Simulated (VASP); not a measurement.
# Sb (Im-3m) in VASP: notebook

Runs on Sb. Level: LDA. Tasks: single point.

Everything below comes from runs of VASP 6.6.1. Logs are shortened: lines on timing, memory, paths and dates and some standing lists are left out, and cuts for length are marked.

## (1) The cell of the first run

The structure is cubic, space group Im-3m (No. 229). The conventional cell has a = 3.601 Å, b = 3.601 Å, c = 3.601 Å, α = 90.00°, β = 90.00°, γ = 90.00°. Within 4.1 Å of Sb (site symmetry m-3m) lie 14 Sb at 3.12 to 3.60 Å.

## (2) Single point, LDA

Contents of INCAR:

```
PREC     = Accurate       # precision mode
ENCUT    = 500            # plane-wave cutoff, eV
EDIFF    = 1E-6           # SCF threshold, eV
ISMEAR   = 1              # smearing method
SIGMA    = 0.15           # smearing width, eV
LREAL    = F              # projectors in reciprocal space
LASPH    = T              # aspherical terms in the spheres
NELM     = 120            # most SCF steps
ALGO     = Normal         # electronic algorithm
ISIF     = 2              # what is computed and relaxed
LWAVE    = F              # write WAVECAR
LCHARG   = F              # write CHGCAR
NBANDS   = 8              # bands
GGA_COMPAT= F
```

Contents of KPOINTS:

```
regular mesh
0
Gamma
  12 12 12
```

Contents of POSCAR:

```
Sb
1.0
   -1.8002596769      1.8002596769      1.8002596769
    1.8002596769     -1.8002596769      1.8002596769
    1.8002596769      1.8002596769     -1.8002596769
Sb
1
Direct
    0.0000000000      0.0000000000      0.0000000000
```

Potentials or basis: VASP PAW LDA potentials, release 64 (Sb).

Launch:

```bash
cat potpaw_LDA.64/Sb/POTCAR > POTCAR
mpirun -np 1 vasp_std > vasp.out
```

OUTCAR:

```text
PREC = Accurate
   ENCUT = 500
   EDIFF = 1E-6
   ISMEAR = 1
   LREAL = F
   LASPH = T
   NELM = 120
   ISIF = 2

 ion  position               nearest neighbor table
   1  0.000  0.000  0.000-

  LATTYP: Found a body centered cubic cell.
 ALAT       =     3.6005193538

  Lattice vectors:

 A1 = (  -1.8002596769,   1.8002596769,   1.8002596769)
 A2 = (   1.8002596769,  -1.8002596769,   1.8002596769)
 A3 = (   1.8002596769,   1.8002596769,  -1.8002596769)

Analysis of symmetry for initial positions (statically):
=====================================================================
 Subroutine PRICEL returns:
 Original cell was already a primitive cell.

 Routine SETGRP: Setting up the symmetry group for a
 body centered cubic supercell.

 Subroutine GETGRP returns: Found 48 space group operations
 (whereof 48 operations were pure point group operations)
 out of a pool of 48 trial point group operations.

The static configuration has the point symmetry O_h .

Analysis of symmetry for dynamics (positions and initial velocities):
=====================================================================
 Subroutine PRICEL returns:
 Original cell was already a primitive cell.

 Routine SETGRP: Setting up the symmetry group for a
 body centered cubic supercell.

 Subroutine GETGRP returns: Found 48 space group operations
 (whereof 48 operations were pure point group operations)
 out of a pool of 48 trial point group operations.

The dynamic configuration has the point symmetry O_h .

 Subroutine INISYM returns: Found 48 space group operations
 (whereof 48 operations are pure point group operations),
 and found     1 'primitive' translations

----------------------------------------------------------------------------------------

                                     Primitive cell

  volume of cell :      23.3381

  direct lattice vectors                    reciprocal lattice vectors
    -1.800259677  1.800259677  1.800259677     0.000000000  0.277737710  0.277737710
     1.800259677 -1.800259677  1.800259677     0.277737710  0.000000000  0.277737710
     1.800259677  1.800259677 -1.800259677     0.277737710  0.277737710  0.000000000

  length of vectors
     3.118141227  3.118141227  3.118141227     0.392780436  0.392780436  0.392780436

  position of ions in fractional coordinates (direct lattice)
     0.000000000  0.000000000  0.000000000

  ion indices of the primitive-cell ions
   primitive index   ion index
                 1           1
[... 74 lines left out ...]
   EDIFFG = 0.1E-04   stopping-criterion for IOM
   NSW    =      0    number of steps for IOM
   IBRION =     -1    ionic relax: 0-MD 1-quasi-New 2-CG
   NFREE  =      0    steps in history (QN), initial steepest desc. (CG)
   ISIF   =      2    stress and relaxation
   ISYM   =      2    0-nonsym 1-usesym 2-fastsym
   POTIM  = 0.5000    time-step for ionic-motion
   TEBEG  =    0.0;   TEEND  =   0.0 temperature during run
   PSTRESS=    0.0 pullay stress
   NELECT =       5.0000    total number of electrons
   NUPDOWN=      -1.0000    fix difference up-down
   EMIN   =  10.00;   EMAX   =-10.00  energy-range for DOS
   EFERMI =   0.00;   METHOD = LEGACY
   ISMEAR =     1;   SIGMA  =   0.15  broadening in eV -4-tet -1-fermi 0-gaus
   EFERMI_NEDOS =   21; number of points for ismear=-14 and -15
   IALGO  =     38    algorithm
   IMIX   =      4    mixing-type and parameters
     AMIX     =   0.40;   BMIX     =  1.00
     AMIX_MAG =   1.60;   BMIX_MAG =  1.00
  volume/ion in A,a.u.               =      23.34       157.49
  Fermi-wavevector in a.u.,A,eV,Ry     =   0.979587  1.851151 13.056024  0.959591
  Thomas-Fermi vector in A             =   2.110452
   LORBIT       =      0    0 simple, 1 ext, 2 COOP (PROOUT), +10 PAW based schemes
   GGA     = CA    functional components
   LHFCALC =     F    Hartree Fock is set to
   AEXX    =    0.0000 exact exchange contribution
   IVDW    =     0    specifies the selected vdW correction
   LEPSILON=     F    determine dielectric tensor
   LRPA    =     F    only Hartree local field effects (RPA)
 non-spin polarized calculation
 Methfessel and Paxton  Order N= 1 SIGMA  =   0.15
  energy-cutoff  :      500.00
  volume of cell :       23.34
 maximum number of plane-waves:       610
   NGX = 11   NGY = 11   NGZ = 11

 number of electron       4.9999999 magnetization

 Free energy of the ion-electron system (eV)
  ---------------------------------------------------
  ext. energy  EPLUGINS =         0.00000000
  ---------------------------------------------------
  free energy    TOTEN  =        -4.58290683 eV

  energy without entropy =       -4.58191214  energy(sigma->0) =       -4.58257527

 E-fermi :  10.3799     XC(G=0): -10.9939

 val. band max:       10.3354342739   @ k =  -0.4167   0.5000   0.0833
 cond. band min:      10.4041981040   @ k =   0.2500   0.1667  -0.0000
 fundamental gap:      0.0687638301
 Fermi energy:        10.3798575346

 k-point     1 :       0.0000    0.0000    0.0000
  band No.  band energies     occupation
      1      -3.7151      2.00000
      2      16.9428      0.00000
      3      16.9428      0.00000
      4      16.9428      0.00000
      5      21.1623      0.00000
      6      21.1623      0.00000
      7      21.1623      0.00000
      8      22.3168      0.00000
[... 243 lines left out ...]
 k-point    24 :       0.4167    0.0833    0.0833
  band No.  band energies     occupation
      1       1.4573      2.00000
      2       4.2062      2.00000
      3      10.5172     -0.02798
      4      12.2572     -0.00000
      5      19.6121      0.00000
      6      19.9522      0.00000
      7      25.5452      0.00000
      8      25.6834      0.00000

 [... further k-points ...]

------------------------ aborting loop because EDIFF is reached ----------------------------------------

  FORCE on cell =-STRESS in cart. coord.  units (eV):
  Direction    XX          YY          ZZ          XY          YZ          ZX
  --------------------------------------------------------------------------------------
  -------------------------------------------------------------------------------------
  Total        1.2158739      1.2158739      1.2158739      0.0000000      0.0000000      0.0000000
  in kB       83.4706277     83.4706277     83.4706277      0.0000000      0.0000000      0.0000000
  external PRESSURE =      83.4706277 kB  Pullay stress =       0.0000000 kB

 VOLUME and BASIS-vectors are now :
 -----------------------------------------------------------------------------
  energy-cutoff  :      500.00
  volume of cell :       23.34
      direct lattice vectors                 reciprocal lattice vectors
    -1.800259677  1.800259677  1.800259677     0.000000000  0.277737710  0.277737710
     1.800259677 -1.800259677  1.800259677     0.277737710  0.000000000  0.277737710
     1.800259677  1.800259677 -1.800259677     0.277737710  0.277737710  0.000000000

 POSITION                                       TOTAL-FORCE (eV/Angst)
 -----------------------------------------------------------------------------------
      0.00000      0.00000      0.00000         0.000000      0.000000      0.000000
 -----------------------------------------------------------------------------------
    total drift:                                0.000000      0.000000      0.000000

  FREE ENERGIE OF THE ION-ELECTRON SYSTEM (eV)
  ---------------------------------------------------
  free  energy   TOTEN  =        -4.5829068284 eV

  energy  without entropy=       -4.5819121432  energy(sigma->0) =       -4.58257527
```

stdout:

```text
POSCAR found type information on POSCAR Sb
 POSCAR found :  1 types and       1 ions
 scaLAPACK will be used
 LDA part: xc-table for (Slater(with rela. corr.)+CA(PZ))
 , standard interpolation
 POSCAR, INCAR and KPOINTS ok, starting setup
 FFT: planning ... GRIDC
 FFT: planning ... GRID_SOFT
 FFT: planning ... GRID
 WAVECAR not read
 entering main loop
```

Run time: 6.6 s. Hardware: 1 thread of Intel Xeon 6975P-C, shared host; peak memory 0.13 GiB.

Results:

```
Free energy : -4.5829 eV
Pressure    : 8.3 GPa
```

Caveat: spin-orbit coupling is left out, which moves the levels of the heavy elements.

## (3) Single point, LDA

This run uses another cell than the first one, of 24.28 Å³/atom, 1.040 times its volume.

Contents of INCAR:

```
PREC = Accurate
ENCUT = 500
EDIFF = 1E-6
ISMEAR = 1
SIGMA = 0.15
LREAL = False
LASPH = True
NELM = 120
ALGO = Normal
ISIF = 2
LWAVE = False
LCHARG = False
NBANDS = 8
GGA_COMPAT = False
```

Contents of KPOINTS:

```
Automatic mesh
0
Gamma
  12 12 12
```

Contents of POSCAR:

```
Sb
1.0
   -1.8240916086      1.8240916086      1.8240916086
    1.8240916086     -1.8240916086      1.8240916086
    1.8240916086      1.8240916086     -1.8240916086
Sb
1
Direct
    0.0000000000      0.0000000000      0.0000000000
```

Potentials or basis: VASP PAW LDA potentials, release 64 (Sb).

Launch:

```bash
cat potpaw_LDA.64/Sb/POTCAR > POTCAR
mpirun -np 1 vasp_std > vasp.out
```

Run time: 6.8 s. Hardware: 1 thread of Intel Xeon 6975P-C, shared host; peak memory 0.13 GiB.

It converged, with:

```
Free energy : -4.6195 eV
Pressure    : 4.3 GPa
```

Levels at points of the mesh, in eV from the Fermi level:
| k point | band 1 | band 2 | band 3 | band 4 | band 5 | band 6 | band 7 |
| --- | --- | --- | --- | --- | --- | --- | --- |
| (0.00, 0.00, 0.00) | -13.75 | 6.21 | 6.21 | 6.21 | 10.63 | 10.63 | 10.63 |
| (0.50, 0.00, 0.00) | -9.09 | -6.27 | 1.85 | 4.00 | 6.74 | 6.98 | 14.44 |
| (0.50, 0.50, 0.50) | -5.22 | -2.28 | -2.28 | -2.28 | 2.78 | 2.78 | 16.93 |

Caveat: spin-orbit coupling is left out, which moves the levels of the heavy elements.
